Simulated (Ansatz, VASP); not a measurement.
## Mo: VASP beside Ansatz

INCAR

```
SYSTEM = Mo
ALGO     = Normal         ! electronic algorithm
EDIFF    = 1E-6           ! SCF threshold, eV
ENCUT    = 520            ! plane-wave cutoff, eV
GGA      = PE             ! functional
ISIF     = 2              ! what is computed and relaxed
ISMEAR   = 0              ! smearing method
LASPH    = .True.         ! aspherical terms in the spheres
LCHARG   = .False.        ! write CHGCAR
LREAL    = .False.        ! projectors in reciprocal space
LWAVE    = .False.        ! write WAVECAR
NBANDS   = 13             ! bands
NELM     = 80             ! most SCF steps
PREC     = Accurate       ! precision mode
SIGMA    = 0.05           ! smearing width, eV
```

KPOINTS

```
k-points
0
Gamma
  8 8 8
  0 0 0
```

POSCAR

```
Mo
1.0
   -1.5734150000      1.5734150000      1.5734150000
    1.5734150000     -1.5734150000      1.5734150000
    1.5734150000      1.5734150000     -1.5734150000
Mo
1
Direct
    0.0000000000      0.0000000000      0.0000000000
```

Input for Ansatz:

```yaml
crystal:
  lattice:
    - [-1.573415, 1.573415, 1.573415]
    - [1.573415, -1.573415, 1.573415]
    - [1.573415, 1.573415, -1.573415]
  atoms:
    - { symbol: Mo, position: [0.0, 0.0, 0.0] }
basis:
  ecutwfc: 420
  ecutrho_ratio: 4
kpoints:
  mp_grid: { grid: [8, 8, 8] }
hamiltonian:
  xc: pbe
scf:
  occupations: { method: gaussian, width: 0.05 }
output:
  forces: true
  stress: true
  eigenvalues: true
```

Alike in both runs: task single point; functional PBE; k mesh 8 × 8 × 8; occupations gaussian, width 0.05 eV; no spin polarisation.

```csv
,VASP,Ansatz
version,VASP 6.6.1,Ansatz 0.2.0
potentials or method,"VASP PAW PBE potentials, release 64 (Mo_sv), cutoff 520 eV","scalar-relativistic, plane waves, PAW"
valence electrons in the cell,14,14
```

|  | VASP | Ansatz | Ansatz less VASP |
| --- | --- | --- | --- |
| gap on the k mesh at the Fermi level (eV) | none | none | - |
| pressure (GPa) | 4.8 | 4.3 | -0.53 |

A gap of «none» marks a metal or a gap that the smearing closes.
